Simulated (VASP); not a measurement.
Set up this calculation in VASP 6.6.1, as the native input.

```
Task                   : single point
Functional             : PBEsol
Potentials or basis    : VASP PAW PBE potentials, release 64 (Rh_pv)
Cutoff                 : 500 eV
k mesh                 : 6 × 6 × 6
Occupations            : gaussian, width 0.1 eV
Spin                   : no spin polarisation
Dipole correction      : no
Further INCAR settings : ALGO = Normal; EDIFF = 1e-06; NBANDS = 22
```

The structure of Rh lies in POSCAR:

```
Rh
1.0
    1.7388668965      1.0039352708      2.9766728378
   -1.7388668965      1.0039352708      2.9766728378
    0.0000000000     -2.0078705415      2.9766728378
Rh
2
Direct
    0.2500162523      0.2500162523      0.2500162523
    0.7499837477      0.7499837477      0.7499837477
```

One way to write it, as run:

INCAR

```
PREC = Accurate
ENCUT = 500
EDIFF = 1E-6
ISMEAR = 0
SIGMA = 0.1
LREAL = F
LASPH = T
NELM = 120
ALGO = Normal
ISIF = 2
LWAVE = F
LCHARG = F
GGA = PS
NBANDS = 22
GGA_COMPAT = F
```

KPOINTS

```
regular mesh
0
Gamma
  6 6 6
```

Potentials or basis: VASP PAW PBE potentials, release 64 (Rh_pv).

Run with:

```console
$ cat potpaw_PBE.64/Rh_pv/POTCAR > POTCAR
$ mpirun -np 1 vasp_std > vasp.out
```

Results of the run:

```yaml
Pressure: 0.1 GPa
Band_gap_on_the_k_mesh: zero (band 15 reaches 10.59 eV, above the bottom of band 16 at 8.13 eV)
```

Caveat: the k points lie up to 0.37 Å⁻¹ apart; the PAW data sets were made with another functional, which shifts forces and pressure a little.

Wall time 9.1 s on 1 thread of Intel(R) Xeon(R) 6975P-C (Granite Rapids), with other jobs on the host, peak memory 0.15 GiB.
